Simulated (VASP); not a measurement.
# BaTiO3 (P4mm) in VASP: single point with LDA

Aim: the single point of BaTiO3 with LDA.

Everything below comes from runs of VASP 6.6.1. Logs are shortened: lines on timing, memory, paths and dates and some standing lists are left out, and cuts for length are marked.

## (1) The cell of the first run

It takes space group P4mm (No. 99, tetragonal). Conventional cell: a = 4.000 Å, b = 4.000 Å, c = 4.018 Å, α = 90.00°, β = 90.00°, γ = 90.00°. Ba (site symmetry 4mm) has 12 O at 2.79 to 2.88 Å and 8 Ti at 3.45 to 3.49 Å within 3.7 Å. Ti (site symmetry 4mm) has 6 O at 1.89 to 2.13 Å within 2.5 Å. Within 2.5 Å of O (site symmetry 4mm) lie 2 Ti at 1.89 to 2.13 Å. O (site symmetry 2mm) has 2 Ti at 2.00 Å and 4 Ba at 2.79 to 2.88 Å and 8 O at 2.83 to 2.84 Å within 2.9 Å.

## (2) Single point, LDA

Input file INCAR:

```
PREC = Accurate
ENCUT = 600
EDIFF = 1E-6
ISMEAR = 0
SIGMA = 0.01
LREAL = False
LASPH = True
NELM = 120
ALGO = Normal
ISIF = 2
LWAVE = False
LCHARG = True
LELF = True
LVHAR = True
NBANDS = 28
GGA_COMPAT = False
```

Input file KPOINTS:

```
Automatic mesh
0
Gamma
  6 6 6
```

Input file POSCAR:

```
BaTiO3
1.0
    3.9998000000      0.0000000000      0.0000000000
    0.0000000000      3.9998000000      0.0000000000
    0.0000000000      0.0000000000      4.0180000000
Ba Ti O
1 1 3
Direct
    0.0000000000      0.0000000000      0.0000000000
    0.5000000000      0.5000000000      0.4900000000
    0.5000000000      0.5000000000      0.0190000000
    0.5000000000      0.0000000000      0.5170000000
    0.0000000000      0.5000000000      0.5170000000
```

Potentials or basis: VASP PAW LDA potentials, release 64 (Ba_sv, Ti_sv, O).

The run is started by

```
cat potpaw_LDA.64/Ba_sv/POTCAR potpaw_LDA.64/Ti_sv/POTCAR potpaw_LDA.64/O/POTCAR > POTCAR
mpirun -np 1 vasp_std > vasp.out
```

OUTCAR:

```text
PREC = Accurate
   ENCUT = 600
   EDIFF = 1E-6
   ISMEAR = 0
   LREAL = False
   LASPH = True
   NELM = 120
   ISIF = 2

 ion  position               nearest neighbor table
   1  0.000  0.000  0.000-   4 2.79   5 2.79   5 2.79   4 2.79   3 2.83   3 2.83   3 2.83   3 2.83
                             4 2.88   5 2.88   5 2.88   4 2.88   2 3.45   2 3.45   2 3.45   2 3.45
   2  0.500  0.500  0.490-   3 1.89   4 2.00   5 2.00   4 2.00   5 2.00   3 2.13   1 3.45   1 3.45
                             1 3.45   1 3.45   1 3.49   1 3.49   1 3.49   1 3.49
   3  0.500  0.500  0.019-   2 1.89   2 2.13   1 2.83   1 2.83   1 2.83   1 2.83
   4  0.500  0.000  0.517-   2 2.00   2 2.00   1 2.79   1 2.79   1 2.88   1 2.88
   5  0.000  0.500  0.517-   2 2.00   2 2.00   1 2.79   1 2.79   1 2.88   1 2.88

  LATTYP: Found a simple tetragonal cell.
 ALAT       =     3.9998000000
 C/A-ratio  =     1.0045502275

  Lattice vectors:

 A1 = (   3.9998000000,   0.0000000000,   0.0000000000)
 A2 = (   0.0000000000,   3.9998000000,   0.0000000000)
 A3 = (   0.0000000000,   0.0000000000,   4.0180000000)

Analysis of symmetry for initial positions (statically):
=====================================================================
 Subroutine PRICEL returns:
 Original cell was already a primitive cell.

 Routine SETGRP: Setting up the symmetry group for a
 simple tetragonal supercell.

 Subroutine GETGRP returns: Found  8 space group operations
 (whereof  8 operations were pure point group operations)
 out of a pool of 16 trial point group operations.

The static configuration has the point symmetry C_4v.

Analysis of symmetry for dynamics (positions and initial velocities):
=====================================================================
 Subroutine PRICEL returns:
 Original cell was already a primitive cell.

 Routine SETGRP: Setting up the symmetry group for a
 simple tetragonal supercell.

 Subroutine GETGRP returns: Found  8 space group operations
 (whereof  8 operations were pure point group operations)
 out of a pool of 16 trial point group operations.

The dynamic configuration has the point symmetry C_4v.

 Subroutine INISYM returns: Found  8 space group operations
 (whereof  8 operations are pure point group operations),
 and found     1 'primitive' translations

----------------------------------------------------------------------------------------

                                     Primitive cell

  volume of cell :      64.2816

  direct lattice vectors                    reciprocal lattice vectors
     3.999800000  0.000000000  0.000000000     0.250012501  0.000000000  0.000000000
     0.000000000  3.999800000  0.000000000     0.000000000  0.250012501  0.000000000
     0.000000000  0.000000000  4.018000000     0.000000000  0.000000000  0.248880040

  length of vectors
     3.999800000  3.999800000  4.018000000     0.250012501  0.250012501  0.248880040

  position of ions in fractional coordinates (direct lattice)
     0.000000000  0.000000000  0.000000000
     0.500000000  0.500000000  0.490000000
     0.500000000  0.500000000  0.019000000
     0.500000000  0.000000000  0.517000000
     0.000000000  0.500000000  0.517000000

  ion indices of the primitive-cell ions
   primitive index   ion index
                 1           1
                 2           2
                 3           3
                 4           4
                 5           5

----------------------------------------------------------------------------------------

 KPOINTS: Automatic mesh

Automatic generation of k-mesh.
 Grid dimensions read from file:
 generate k-points for:    6    6    6

 Generating k-lattice:

  Cartesian coordinates                     Fractional coordinates (reciprocal lattice)
     0.041668750  0.000000000  0.000000000     0.166666667  0.000000000  0.000000000
     0.000000000  0.041668750  0.000000000     0.000000000  0.166666667  0.000000000
     0.000000000  0.000000000  0.041480007     0.000000000  0.000000000  0.166666667

  Length of vectors
     0.041668750  0.041668750  0.041480007

  Shift w.r.t. Gamma in fractional coordinates (k-lattice)
     0.000000000  0.000000000  0.000000000

 Subroutine IBZKPT returns following result:
 ===========================================

 Found     40 irreducible k-points:

 Following reciprocal coordinates:
            Coordinates               Weight
  0.000000  0.000000  0.000000      1.000000
  0.166667  0.000000  0.000000      4.000000
  0.333333  0.000000  0.000000      4.000000
  0.500000  0.000000  0.000000      2.000000
  0.166667  0.166667  0.000000      4.000000
  0.333333  0.166667  0.000000      8.000000
[... 16 lines left out ...]
  0.333333  0.000000  0.333333      8.000000
  0.500000  0.000000  0.333333      4.000000
 [... further k-points ...]
   k-points           NKPTS =     40   k-points in BZ     NKDIM =     40   number of bands    NBANDS=     28
   number of dos      NEDOS =    301   number of ions     NIONS =      5
   total plane-waves  NPLWV =  32768
   dimension x,y,z NGX =    32 NGY =   32 NGZ =   32
   dimension x,y,z NGXF=    64 NGYF=   64 NGZF=   64
   ions per type =               1   1   3
   NGX,Y,Z   is equivalent  to a cutoff of  13.30, 13.30, 13.24 a.u.
   NGXF,Y,Z  is equivalent  to a cutoff of  26.60, 26.60, 26.48 a.u.
 SYSTEM =  unknown system
   PREC   = accura    normal or accurate (medium, high low for compatibility)
   ISTART =      0    job   : 0-new  1-cont  2-samecut
   ICHARG =      2    charge: 1-file 2-atom 10-const
   ISPIN  =      1    spin polarized calculation?
   LNONCOLLINEAR =      F non collinear calculations
   LSORBIT =      F    spin-orbit coupling
   LASPH  =      T    aspherical Exc in radial PAW
   ENCUT  =  600.0 eV  44.10 Ry    6.64 a.u.   7.99  7.99  8.02*2*pi/ulx,y,z
   NELM   =    120;   NELMIN=  2; NELMDL= -5     # of ELM steps
   EDIFF  = 0.1E-05   stopping-criterion for ELM
   LREAL  =      F    real-space projection
[... 7 lines left out ...]
   TEBEG  =    0.0;   TEEND  =   0.0 temperature during run
   PSTRESS=    0.0 pullay stress
   NELECT =      40.0000    total number of electrons
   NUPDOWN=      -1.0000    fix difference up-down
   EMIN   =  10.00;   EMAX   =-10.00  energy-range for DOS
   EFERMI =   0.00;   METHOD = LEGACY
   ISMEAR =     0;   SIGMA  =   0.01  broadening in eV -4-tet -1-fermi 0-gaus
   EFERMI_NEDOS =   21; number of points for ismear=-14 and -15
   IALGO  =     38    algorithm
   IMIX   =      4    mixing-type and parameters
     AMIX     =   0.40;   BMIX     =  1.00
     AMIX_MAG =   1.60;   BMIX_MAG =  1.00
  volume/ion in A,a.u.               =      12.86        86.76
  Fermi-wavevector in a.u.,A,eV,Ry     =   1.397653  2.641181 26.578078  1.953434
  Thomas-Fermi vector in A             =   2.520888
   LORBIT       =      0    0 simple, 1 ext, 2 COOP (PROOUT), +10 PAW based schemes
   GGA     = CA    functional components
   LHFCALC =     F    Hartree Fock is set to
   AEXX    =    0.0000 exact exchange contribution
   IVDW    =     0    specifies the selected vdW correction
   LEPSILON=     F    determine dielectric tensor
   LRPA    =     F    only Hartree local field effects (RPA)
 non-spin polarized calculation
 Gauss-broadening in eV      SIGMA  =   0.01
  energy-cutoff  :      600.00
  volume of cell :       64.28
 maximum number of plane-waves:      2176
 NGX is ok and might be reduce to    32
   NGX = 15   NGY = 15   NGZ = 17

 number of electron      39.9999999 magnetization

 Free energy of the ion-electron system (eV)
  ---------------------------------------------------
  ext. energy  EPLUGINS =         0.00000000
  ---------------------------------------------------
  free energy    TOTEN  =       -44.12025490 eV

  energy without entropy =      -44.12025490  energy(sigma->0) =      -44.12025490

 E-fermi :   3.6655     XC(G=0): -11.7206

 val. band max:        3.5336476537   @ k =   0.5000   0.5000   0.5000
 cond. band min:       5.2161261804   @ k =   0.0000   0.0000   0.0000
 fundamental gap:      1.6824785267
 Fermi energy:         3.6655387312

 k-point     1 :       0.0000    0.0000    0.0000
  band No.  band energies     occupation
      1     -52.3181      2.00000
      2     -28.9630      2.00000
      3     -28.9320      2.00000
      4     -28.9320      2.00000
      5     -21.1672      2.00000
      6     -13.0757      2.00000
[... 20 lines left out ...]
     27       8.4255      0.00000
     28      10.6479      0.00000

 k-point     2 :       0.1667    0.0000    0.0000
  band No.  band energies     occupation
      1     -52.3178      2.00000
      2     -28.9625      2.00000
      3     -28.9457      2.00000
      4     -28.9315      2.00000
      5     -21.1368      2.00000
      6     -13.1054      2.00000
[... 20 lines left out ...]
     27       8.9437      0.00000
     28      11.3016      0.00000

 k-point     3 :       0.3333    0.0000    0.0000
  band No.  band energies     occupation
      1     -52.3173      2.00000
      2     -28.9728      2.00000
      3     -28.9614      2.00000
      4     -28.9304      2.00000
      5     -21.0749      2.00000
      6     -13.2463      2.00000
[... 20 lines left out ...]
     27      10.1873      0.00000
     28      11.7388      0.00000

 k-point     4 :       0.5000    0.0000    0.0000
  band No.  band energies     occupation
      1     -52.3170      2.00000
      2     -28.9862      2.00000
      3     -28.9608      2.00000
      4     -28.9298      2.00000
      5     -21.0433      2.00000
      6     -13.3373      2.00000
[... 578 lines left out ...]
     27      10.7027      0.00000
     28      12.1052      0.00000

 k-point    23 :       0.3333    0.0000    0.3333
  band No.  band energies     occupation
      1     -52.3165      2.00000
      2     -28.9996      2.00000
      3     -28.9703      2.00000
      4     -28.9289      2.00000
      5     -21.0102      2.00000
      6     -12.9421      2.00000
[... 20 lines left out ...]
     27      11.8344      0.00000
     28      12.1048      0.00000

 k-point    24 :       0.5000    0.0000    0.3333
  band No.  band energies     occupation
      1     -52.3162      2.00000
      2     -28.9988      2.00000
      3     -28.9835      2.00000
      4     -28.9284      2.00000
      5     -20.9870      2.00000
      6     -12.8958      2.00000
[... 20 lines left out ...]
     27      11.6182      0.00000
     28      12.9437      0.00000

 [... further k-points ...]
[... 5 lines left out ...]
  --------------------------------------------------------------------------------------
  -------------------------------------------------------------------------------------
  Total       -2.8152697     -2.8152697     -2.4201043      0.0000000     -0.0000000      0.0000000
  in kB      -70.1688094    -70.1688094    -60.3195620      0.0000000     -0.0000000      0.0000000
  external PRESSURE =     -66.8857269 kB  Pullay stress =       0.0000000 kB

 VOLUME and BASIS-vectors are now :
 -----------------------------------------------------------------------------
  energy-cutoff  :      600.00
  volume of cell :       64.28
      direct lattice vectors                 reciprocal lattice vectors
     3.999800000  0.000000000  0.000000000     0.250012501  0.000000000  0.000000000
     0.000000000  3.999800000  0.000000000     0.000000000  0.250012501  0.000000000
     0.000000000  0.000000000  4.018000000     0.000000000  0.000000000  0.248880040

 POSITION                                       TOTAL-FORCE (eV/Angst)
 -----------------------------------------------------------------------------------
      0.00000      0.00000      0.00000        -0.000000     -0.000000      0.038673
      1.99990      1.99990      1.96882        -0.000000      0.000000     -0.159592
      1.99990      1.99990      0.07634        -0.000000      0.000000      0.368402
      1.99990      0.00000      2.07731        -0.000000     -0.000000     -0.123741
      0.00000      1.99990      2.07731         0.000000     -0.000000     -0.123741
 -----------------------------------------------------------------------------------
    total drift:                                0.000000     -0.000000     -0.000386

  FREE ENERGIE OF THE ION-ELECTRON SYSTEM (eV)
  ---------------------------------------------------
  free  energy   TOTEN  =       -44.1202549022 eV

  energy  without entropy=      -44.1202549022  energy(sigma->0) =      -44.12025490
```

Wall time 94 s (1 thread of Intel Xeon 8259CL, shared host); peak memory 0.22 GiB.

Results:

| Item | Value |
| --- | --- |
| Free energy | -44.1203 eV |
| Pressure | -6.7 GPa |
| Largest force | 0.368 eV/Å |
| Band gap on the k mesh | 1.68 eV (least direct gap 1.97 eV) |

Forces in eV/Å, atoms in the order of the input:
```
Ba   0.000  0.000  0.039
Ti   0.000  0.000 -0.160
O    0.000  0.000  0.368
O    0.000  0.000 -0.124
O    0.000  0.000 -0.124
```

Caveat: the cell stands under tension; spin-orbit coupling is left out, which moves the levels of the heavy elements. Expect the measured gap to be larger: semilocal functionals such as LDA lack the derivative discontinuity.
